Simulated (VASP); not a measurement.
Here is a VASP 6.6.1 calculation.

File INCAR:

```
SYSTEM = Ir
PREC = Accurate
ENCUT = 500
EDIFF = 1E-6
ISMEAR = 0
SIGMA = 0.1
LREAL = .FALSE.
LASPH = .TRUE.
NELM = 120
ALGO = Normal
ISIF = 2
LWAVE = .FALSE.
LCHARG = .FALSE.
GGA = PS
NBANDS = 14
GGA_COMPAT = .FALSE.
```

The input KPOINTS:

```
regular mesh
0
G
  8 8 8
  0 0 0
```

Contents of POSCAR:

```
Ir
1.0
    0.0000000000      1.9180891651      1.9180891651
    1.9180891651      0.0000000000      1.9180891651
    1.9180891651      1.9180891651      0.0000000000
Ir
1
Direct
    0.0000000000      0.0000000000      0.0000000000
```

Potentials or basis: VASP PAW PBE potentials, release 64 (Ir_sv_GW).

Launch:

```console
$ cat potpaw_PBE.64/Ir_sv_GW/POTCAR > POTCAR
$ mpirun -np 1 vasp_std > vasp.out
```

Q: What does it give for the pressure?

A: -3.6 GPa.

Caveat: the PAW data sets were made with another functional, which shifts forces and pressure a little.
